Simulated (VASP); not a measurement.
# SnO2 (R-3m) in VASP: further runs, part 2 of 2

VASP 6.6.1. Earlier steps stand in the parts before.

### 3 Single point, PBEsol

INCAR reads:

```
SYSTEM = SnO2
  PREC = Accurate
  ENCUT = 520
  EDIFF = 1E-6
  ISMEAR = 0
  SIGMA = 0.05
  LREAL = .FALSE.
  LASPH = .TRUE.
  NELM = 80
  ALGO = Normal
  ISIF = 2
  LWAVE = .FALSE.
  LCHARG = .TRUE.
  GGA = PS
  LELF = .TRUE.
  LVHAR = .TRUE.
  NBANDS = 20
```

KPOINTS reads:

```
Automatic mesh
0
G
  12 12 12
  0 0 0
```

POSCAR reads:

```
SnO2
1.0
    1.6053951392      0.9268753158      4.4103567215
   -1.6053951392      0.9268753158      4.4103567215
    0.0000000000     -1.8537506316      4.4103567215
Sn O
1 2
Direct
    0.5000000000      0.5000000000      0.5000000000
    0.2414378086      0.2414378086      0.2414378086
    0.7585621914      0.7585621914      0.7585621914
```

Potentials or basis: VASP PAW PBE potentials, release 64 (Sn_d, O).

On the command line:

```
$ cat potpaw_PBE.64/Sn_d/POTCAR potpaw_PBE.64/O/POTCAR > POTCAR
$ mpirun -np 1 vasp_std > vasp.out
```

OUTCAR:

```text
SYSTEM = SnO2
   PREC = Accurate
   ENCUT = 520
   EDIFF = 1E-6
   ISMEAR = 0
   LREAL = .FALSE.
   LASPH = .TRUE.
   NELM = 80
   ISIF = 2
   GGA = PS

 ion  position               nearest neighbor table
   1  0.500  0.500  0.500-   2 2.10   2 2.10   3 2.10   3 2.10   2 2.10   3 2.10
   2  0.241  0.241  0.241-   1 2.10   1 2.10   1 2.10
   3  0.759  0.759  0.759-   1 2.10   1 2.10   1 2.10

  LATTYP: Found a trigonal (rhomboedric) cell.
 ALAT       =     4.7841026133
 COS(alpha) =     0.7747872826

  Lattice vectors:

 A1 = (   1.6053951392,   0.9268753158,   4.4103567215)
 A2 = (  -1.6053951392,   0.9268753158,   4.4103567215)
 A3 = (   0.0000000000,  -1.8537506316,   4.4103567215)

Analysis of symmetry for initial positions (statically):
=====================================================================
 Subroutine PRICEL returns:
 Original cell was already a primitive cell.

 Routine SETGRP: Setting up the symmetry group for a
 trigonal (rhombohedral) supercell.

 Subroutine GETGRP returns: Found 12 space group operations
 (whereof 12 operations were pure point group operations)
[... 163 lines left out ...]

  energy without entropy =      -19.32417753  energy(sigma->0) =      -19.32417753

 E-fermi :   4.6579     XC(G=0): -10.8758

 val. band max:        4.4513558238   @ k =  -0.0833   0.0833   0.0000
 cond. band min:       6.2341957279   @ k =   0.0000   0.0000   0.0000
 fundamental gap:      1.7828399041
 Fermi energy:         4.6579222318

 k-point     1 :       0.0000    0.0000    0.0000
  band No.  band energies     occupation
      1     -15.6151      2.00000
      2     -15.3261      2.00000
      3     -15.3261      2.00000
      4     -15.1101      2.00000
      5     -15.1101      2.00000
      6     -13.7590      2.00000
[... 541 lines left out ...]
     19      18.1163      0.00000
     20      19.1785      0.00000

 [... further k-points ...]

------------------------ aborting loop because EDIFF is reached ----------------------------------------

  FORCE on cell =-STRESS in cart. coord.  units (eV):
  Direction    XX          YY          ZZ          XY          YZ          ZX
  --------------------------------------------------------------------------------------
  -------------------------------------------------------------------------------------
  Total        0.2475188      0.2475188      0.0627119      0.0000000      0.0000000     -0.0000000
  in kB       10.0714176     10.0714176      2.5517157      0.0000000      0.0000000     -0.0000000
  external PRESSURE =       7.5648503 kB  Pullay stress =       0.0000000 kB

 VOLUME and BASIS-vectors are now :
 -----------------------------------------------------------------------------
  energy-cutoff  :      520.00
  volume of cell :       39.38
      direct lattice vectors                 reciprocal lattice vectors
     1.605395139  0.926875316  4.410356722     0.311449803  0.179815628  0.075579676
    -1.605395139  0.926875316  4.410356722    -0.311449803  0.179815628  0.075579676
     0.000000000 -1.853750632  4.410356722     0.000000000 -0.359631255  0.075579676

 POSITION                                       TOTAL-FORCE (eV/Angst)
 -----------------------------------------------------------------------------------
      0.00000      0.00000      6.61554         0.000000     -0.000000      0.000000
      0.00000      0.00000      3.19448         0.000000     -0.000000      0.060670
      0.00000      0.00000     10.03659         0.000000      0.000000     -0.060670
 -----------------------------------------------------------------------------------
    total drift:                               -0.000000      0.000000      0.000000

  FREE ENERGIE OF THE ION-ELECTRON SYSTEM (eV)
  ---------------------------------------------------
  free  energy   TOTEN  =       -19.3241775255 eV

  energy  without entropy=      -19.3241775255  energy(sigma->0) =      -19.32417753
```

OSZICAR:

```text
N       E                     dE             d eps       ncg     rms          rms(c)
DAV:   1     0.252756809531E+03    0.25276E+03   -0.13976E+04  7952   0.198E+03
DAV:   2     0.621786557266E+01   -0.24654E+03   -0.23351E+03  8108   0.489E+02
DAV:   3    -0.211851687289E+02   -0.27403E+02   -0.27118E+02  8884   0.140E+02
DAV:   4    -0.219245488335E+02   -0.73938E+00   -0.73876E+00  8364   0.245E+01
DAV:   5    -0.219388255444E+02   -0.14277E-01   -0.14276E-01  9252   0.361E+00    0.101E+01
DAV:   6    -0.193742127076E+02    0.25646E+01   -0.95375E+00 11704   0.543E+01    0.433E+00
DAV:   7    -0.193529679659E+02    0.21245E-01   -0.53944E-01  7812   0.588E+00    0.209E+00
DAV:   8    -0.193257085797E+02    0.27259E-01   -0.61890E-02  8084   0.256E+00    0.419E-01
DAV:   9    -0.193237609407E+02    0.19476E-02   -0.91562E-03 11204   0.145E+00    0.821E-02
DAV:  10    -0.193241581226E+02   -0.39718E-03   -0.15292E-03  7800   0.327E-01    0.313E-02
DAV:  11    -0.193241748788E+02   -0.16756E-04   -0.32637E-05 10744   0.587E-02    0.190E-02
DAV:  12    -0.193241774039E+02   -0.25251E-05   -0.51815E-06  7728   0.186E-02    0.563E-03
DAV:  13    -0.193241775255E+02   -0.12153E-06   -0.83957E-07  6656   0.931E-03
   1 F= -.19324178E+02 E0= -.19324178E+02  d E =-.793336E-11
```

Run time: 78 s. Hardware: 1 thread of Intel Xeon 6975P-C (Granite Rapids), shared host; peak memory 0.3 GiB.

Results:

```
Free energy            : -19.3242 eV
Pressure               : 0.8 GPa
Largest force          : 0.061 eV/Å
Band gap on the k mesh : 1.78 eV (least direct gap 1.81 eV)
```

Forces on the atoms (eV/Å):
```
Sn   0.000  0.000  0.000
O    0.000  0.000  0.061
O    0.000  0.000 -0.061
```

Caveat: the PAW data sets were made with another functional, which shifts forces and pressure a little; spin-orbit coupling is left out, which moves the levels of the heavy elements. A k mesh can miss the band edges.

### 4 Relaxation of cell and atoms, PBEsol

INCAR reads:

```
SYSTEM = SnO2
ALGO = Normal
EDIFF = 1E-7
EDIFFG = -0.005
ENCUT = 600
GGA = PS
IBRION = 2
ISIF = 3
ISMEAR = 0
LASPH = .True.
LCHARG = .False.
LREAL = .False.
LWAVE = .False.
NELM = 100
NSW = 100
PREC = Accurate
SIGMA = 0.02
```

KPOINTS reads:

```
k-points
0
Gamma
  12 12 12
  0 0 0
```

POSCAR is that of step 3.

On the command line:

```
$ cat potpaw_PBE.64/Sn_d/POTCAR potpaw_PBE.64/O/POTCAR > POTCAR
$ mpirun -np 1 vasp_std > vasp.out
```

Wall time 13 min (1 thread of Intel Xeon 6975P-C (Granite Rapids), shared host); peak memory 0.35 GiB.

Results (log left out):

| Property | Result |
| --- | --- |
| Free energy | -19.3295 eV |
| Relaxed volume | 12.95 Å³/atom |
| Relaxed cell | a = 4.708 Å, b = 4.708 Å, c = 4.708 Å, α = 40.01°, β = 40.01°, γ = 40.01° |
| Space group after relaxing (to 0.1 Å) | R-3m (No. 166) |
| Energy gained by relaxing | 0.4 meV/atom |
| Ionic steps | 13 |
| Pressure after relaxing | 0.0 GPa |
| Band gap on the k mesh | 1.65 eV |

Step by step:
```
step  energy change (eV)  largest force (eV/Å)  pressure (GPa)  volume (Å³)
   1              0.0000                0.0594            0.64        39.38
   2              0.0003                0.0577           -1.05        39.67
   3             -0.0004                0.0085           -0.10        39.50
   4             -0.0005                0.0111           -0.10        39.47
   5             -0.0007                0.0195           -0.08        39.39
   6             -0.0009                0.0360           -0.07        39.21
   7             -0.0007                0.0680            0.00        38.86
   8             -0.0009                0.0450           -0.05        39.12
   9             -0.0010                0.0391           -0.05        39.09
  10             -0.0012                0.0213           -0.05        38.98
  11             -0.0012                0.0147           -0.03        38.77
  12             -0.0012                0.0008           -0.05        38.86
  13             -0.0012                0.0006           -0.03        38.86
```

Final structure:
```yaml
crystal:
  lattice:
    - [1.61043, 0.92978, 4.32493]
    - [-1.61043, 0.92978, 4.32493]
    - [0.00000, -1.85956, 4.32493]
  atoms:
    - { symbol: Sn, position: [0.50000, 0.50000, 0.50000] }
    - { symbol: O, position: [0.24269, 0.24269, 0.24269] }
    - { symbol: O, position: [0.75731, 0.75731, 0.75731] }
```

Levels at points of the mesh, in eV from the valence-band top:
```
           k point  band 10  band 11  band 12  band 13  band 14  band 15  band 16  band 17
(0.00, 0.00, 0.00)    -1.48    -1.18    -1.18     0.00     1.65     5.43    10.73    10.73
(0.50, 0.00, 0.00)    -3.24    -1.86    -1.00    -0.88     5.42     7.81     9.87    12.41
(0.50, 0.50, 0.00)    -3.48    -1.12    -0.53    -0.02     4.90     6.71    10.88    11.05
(0.50, 0.50, 0.50)    -1.66    -1.66    -1.04    -1.04     3.54     5.72    11.14    11.14
```

Caveat: the PAW data sets were made with another functional, which shifts forces and pressure a little; spin-orbit coupling is left out, which moves the levels of the heavy elements.

### 5 Overview

```csv
task,cell,cutoff (eV),smearing,gap on the mesh (eV),pressure (GPa),largest force (eV/Å)
single point,as given,520,gaussian 0.02 eV,1.78,0.8,0.06
single point,as given,520,gaussian 0.05 eV,1.78,0.8,0.06
relaxation of cell and atoms,relaxed,600,gaussian 0.02 eV,1.65,0.0,-
```

Alike in all rows: level PBEsol; potentials or basis VASP PAW PBE potentials, release 64 (Sn_d, O); no spin polarisation; k mesh 12 × 12 × 12.

Caveats: the PAW data sets were made with another functional, which shifts forces and pressure a little; spin-orbit coupling is left out, which moves the levels of the heavy elements.

Absolute energies hang on the potentials; compare differences alone.
